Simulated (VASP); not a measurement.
Set up this calculation in VASP 6.6.1, as the native input.

- Task: single point
- Functional: PBEsol
- Potentials or basis: VASP PAW PBE potentials, release 64 (Pt)
- Cutoff: 520 eV
- k mesh: 9 × 9 × 13
- Occupations: fermi-dirac, width 0.1 eV
- Spin: no spin polarisation
- Dipole correction: no
- Further INCAR settings: ALGO = Normal; EDIFF = 1e-07; NBANDS = 22

The structure of Pt lies in POSCAR:

```
Pt
1.0
    4.4129501817      0.0000000000      0.0000000000
   -2.2064750909      3.8217269630      0.0000000000
    0.0000000000      0.0000000000      2.6307271197
Pt
3
Direct
    1.0000000000      0.0000000000      0.0000000000
    0.3333333333      0.6666666667      0.5000000000
    0.6666666667      0.3333333333      0.5000000000
```

This isn't the form of Pt at room conditions, which is fcc.

These files were run (other wordings do the same):

INCAR

```
SYSTEM = Pt
PREC = Accurate
ENCUT = 520
EDIFF = 1E-7
ISMEAR = -1
SIGMA = 0.1
LREAL = .False.
LASPH = .True.
NELM = 80
ALGO = Normal
ISIF = 2
LWAVE = .False.
LCHARG = .True.
GGA = PS
LELF = .True.
LVHAR = .True.
NBANDS = 22
```

KPOINTS

```
Automatic mesh
0
Gamma
  9 9 13
  0 0 0
```

Potentials or basis: VASP PAW PBE potentials, release 64 (Pt).

Launch:

```bash
$ cat potpaw_PBE.64/Pt/POTCAR > POTCAR
$ mpirun -np 1 vasp_std > vasp.out
```

Results of the run:

| Property | Result |
| --- | --- |
| Pressure | 12.0 GPa |
| Band gap on the k mesh | zero (bands 15 and 16 overlap by 1.43 eV) |

Caveat: the cell stands under pressure; the PAW data sets were made with another functional, which shifts forces and pressure a little; spin-orbit coupling is left out, which moves the levels of the heavy elements.

Run time: 2.4 min on 1 thread of Intel Xeon 8259CL, on a shared host, peak memory 0.21 GiB.
